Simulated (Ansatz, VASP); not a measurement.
**MgSi in VASP and in Ansatz**

```xyz
2
Lattice="2.9482 0.0000 0.0000 0.0000 2.9482 0.0000 0.0000 0.0000 3.9933" Properties=species:S:1:pos:R:3 pbc="T T T"
Mg    0.0000    0.0000    0.0000
Si    1.4741    1.4741    1.9966
```

Alike in both runs: task single point; functional LDA; k mesh 18 × 18 × 14; occupations gaussian, width 0.15 eV; no spin polarisation.

|  | VASP | Ansatz |
| --- | --- | --- |
| version | VASP 6.6.1 | Ansatz 0.2.0 |
| potentials or method | VASP PAW LDA potentials, release 64 (Mg, Si), cutoff 520 eV | scalar-relativistic, plane waves, PAW |
| valence electrons in the cell | 6 | 14 |

|  | VASP | Ansatz | Ansatz less VASP |
| --- | --- | --- | --- |
| gap on the k mesh at the Fermi level (eV) | none | none | - |
| pressure (GPa) | -3.3 | -2.9 | +0.37 |
| traceless stress, the component that is largest in VASP (GPa) | -0.49 | -0.47 | +0.022 |

LDA's correlation is that of Perdew and Zunger in VASP and of Perdew and Wang (1992) in Ansatz. A gap of «none» marks a metal or a gap that the smearing closes. VASP's potentials hold 6 valence electrons a cell and Ansatz's 14, so a difference there can come from the potentials and not from the codes.
